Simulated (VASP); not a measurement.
Wanted: the native input for a VASP 6.6.1 run.

| Item | Value |
| --- | --- |
| Task | single point |
| Functional | r2SCAN |
| Potentials or basis | VASP PAW PBE potentials, release 64 (Al, In_d, As) |
| Cutoff | 550 eV |
| k mesh | 6 × 4 × 4 |
| Occupations | fermi-dirac, width 0.02 eV |
| Spin | no spin polarisation |
| Dipole correction | no |
| Further INCAR settings | ALGO = Normal; EDIFF = 1e-06; NBANDS = 41 |

The system is AlIn3As4.

```
Al In As
1.0
     4.24136    0.00000    0.00000
     0.00000    4.24179    5.99646
     0.00000   -4.24179    5.99646
Al In As
1 3 4
Direct
  0.00000 0.00013 0.00013
  0.50000 0.00136 0.49889
  0.50000 0.49889 0.00136
  0.00000 0.49918 0.49918
  0.50000 0.11465 0.11465
  0.00000 0.11957 0.64120
  0.00000 0.64120 0.11957
  0.50000 0.62500 0.62500
```

One way to write it, as run:

POSCAR

```
AlIn3As4
1.0
    4.2413568333      0.0000000000      0.0000000000
    0.0000000000      4.2417924483      5.9964621524
    0.0000000000     -4.2417924483      5.9964621524
Al In As
1 3 4
Direct
    0.0000000000      0.0001324616      0.0001324616
    0.5000000000      0.0013647871      0.4988904923
    0.5000000000      0.4988904923      0.0013647871
    0.0000000000      0.4991827802      0.4991827802
    0.5000000000      0.1146539972      0.1146539972
    0.0000000000      0.1195718004      0.6412019023
    0.0000000000      0.6412019023      0.1195718004
    0.5000000000      0.6250017790      0.6250017790
```

INCAR.step1

```
SYSTEM = AlIn3As4
PREC = Accurate
ENCUT = 550
ISMEAR = -1
SIGMA = 0.02
LREAL = .False.
LASPH = .True.
NELM = 120
NBANDS = 41
GGA = PE
ALGO = Normal
EDIFF = 1E-5
LWAVE = .True.
LCHARG = .False.
GGA_COMPAT = .False.
```

INCAR.step2

```
SYSTEM = AlIn3As4
PREC = Accurate
ENCUT = 550
EDIFF = 1E-6
ISMEAR = -1
SIGMA = 0.02
LREAL = .False.
LASPH = .True.
NELM = 120
ALGO = Normal
ISIF = 2
LWAVE = .False.
LCHARG = .False.
METAGGA = R2SCAN
LMIXTAU = .True.
NBANDS = 41
ISTART = 1
GGA_COMPAT = .False.
```

KPOINTS

```
regular mesh
0
Gamma
  6 4 4
  0 0 0
```

Potentials or basis: VASP PAW PBE potentials, release 64 (Al, In_d, As).

Launch:

```sh
$ cat potpaw_PBE.64/Al/POTCAR potpaw_PBE.64/In_d/POTCAR potpaw_PBE.64/As/POTCAR > POTCAR
$ cp INCAR.step1 INCAR
$ mpirun -np 1 vasp_std > vasp.out
$ cp INCAR.step2 INCAR
$ mpirun -np 1 vasp_std > vasp.out
```

Results of the run:

```
Pressure               : 0.0 GPa
Largest force          : 0.011 eV/Å
Band gap on the k mesh : 0.57 eV
```

Caveat: semilocal functionals underestimate gaps, and a narrow one can read as zero; the PAW data sets were made with another functional, which shifts forces and pressure a little; spin-orbit coupling is left out, which moves the levels of the heavy elements.

Run time: 19 min on 1 thread of Oxide Virtual Turin-like Processor, with other jobs on the host, peak memory 0.46 GiB.
